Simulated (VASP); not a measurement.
The system is B4As3N.

```
CELL_PARAMETERS angstrom
5.08578 -1.53342 0.00000
5.08578 1.53342 0.00000
-0.92469 0.00000 5.23082
ATOMIC_POSITIONS crystal
N 0.00000 0.00000 0.00000
As 0.50000 0.50000 0.50000
As 0.75000 0.75000 0.25000
As 0.25000 0.25000 0.75000
B 0.43750 0.43750 0.81250
B 0.93750 0.93750 0.31250
B 0.18750 0.18750 0.06250
B 0.68750 0.68750 0.56250
```

```yaml
Program: VASP 6.6.1
Task: relaxation of cell and atoms
Functional: PBE
Potentials_or_basis: VASP PAW PBE potentials, release 64 (N, As, B)
Cutoff: 600 eV
k_mesh: 8 × 8 × 4
Occupations: fermi-dirac, width 0.02 eV
Spin: no spin polarisation
```

At the start: pressure 43.2 GPa; volume 10.20 Å³/atom.

Q: How do energy, volume and symmetry change on relaxing?

A: Over 22 steps the energy falls by 491.9 meV/atom and the volume is 11.81 Å³/atom (+15.8 %); space group Cm (No. 8, to 0.1 Å) before and after.

The path:
```csv
step,energy change (eV),largest force (eV/Å),pressure (GPa),volume (Å³)
1,0.0000,6.2132,43.22,81.59
2,-1.5561,2.0020,-22.34,118.57
3,-3.1851,1.9730,-6.69,100.29
4,-3.1901,2.0604,-5.57,99.53
5,-3.7482,1.3034,-2.96,96.44
6,-3.9017,0.5545,0.95,93.88
7,-3.9058,0.5646,0.16,94.30
8,-3.9061,0.5617,0.33,94.20
9,-3.9276,0.2435,0.10,94.34
10,-3.9277,0.2844,0.09,94.35
11,-3.9332,0.1479,-0.06,94.49
12,-3.9335,0.1057,-0.03,94.47
13,-3.9345,0.0582,-0.01,94.45
14,-3.9345,0.0585,-0.01,94.45
15,-3.9347,0.0311,0.01,94.44
16,-3.9347,0.0319,0.01,94.44
17,-3.9348,0.0189,0.00,94.44
18,-3.9348,0.0218,0.00,94.44
19,-3.9349,0.0140,0.00,94.45
20,-3.9349,0.0120,-0.01,94.45
21,-3.9349,0.0090,0.01,94.44
22,-3.9349,0.0038,0.00,94.45
```

Final structure:
```
N As B
1.0
     5.29346   -1.62003   -0.00080
     5.29346    1.62003   -0.00080
    -0.96327    0.00000    5.50683
N As B
1 3 4
Direct
  0.00239 0.00239 0.01129
  0.50264 0.50264 0.49446
  0.74449 0.74449 0.23475
  0.25209 0.25209 0.76792
  0.44960 0.44960 0.85734
  0.94555 0.94555 0.26175
  0.15492 0.15492 0.05662
  0.69832 0.69832 0.56586
```

Caveat: the volume moved by over 15 % at a fixed basis, so the end points are rough.
